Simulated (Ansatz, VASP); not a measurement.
## Two plane-wave programs on In2SiH2

```
CELL_PARAMETERS angstrom
4.69163 0.00000 0.00000
-2.34582 4.06307 0.00000
0.00000 0.00000 5.34863
ATOMIC_POSITIONS crystal
In 0.66667 0.33333 0.50000
In 0.00000 0.00000 0.00000
Si 0.66667 0.33333 0.00000
H 0.33333 0.66667 0.57100
H 0.33333 0.66667 0.42900
```

Change from the starting cell: species swapped into the Sr2ZnSb2 type (P-6m2, No. 187).

Alike in both runs: functional PBE; k mesh 4 × 4 × 2; occupations gaussian, width 0.15 eV; no spin polarisation.

Ansatz relaxed the structure, and its values are those at the end. VASP's run is a single point on that final structure, the one shown.

```csv
,VASP,Ansatz
version,VASP 6.6.1,Ansatz 0.2.0
potentials or method,"VASP PAW PBE potentials, release 64 (In_d, Si, H), cutoff 500 eV","scalar-relativistic, plane waves, PAW"
valence electrons in the cell,32,32
```

|  | VASP | Ansatz | Ansatz less VASP |
| --- | --- | --- | --- |
| gap on the k mesh at the Fermi level (eV) | none | none | - |
| pressure (GPa) | 0.4 | 0.5 | +0.10 |
| rms of the force components (eV/Å) | 0.027 | 0.024 | -0.0026 |

A gap of «none» marks a metal or a gap that the smearing closes. With one functional, cell and mesh, what is left measures potentials, basis and numerics.

The k mesh is coarse, so the values compare programs but aren't converged.
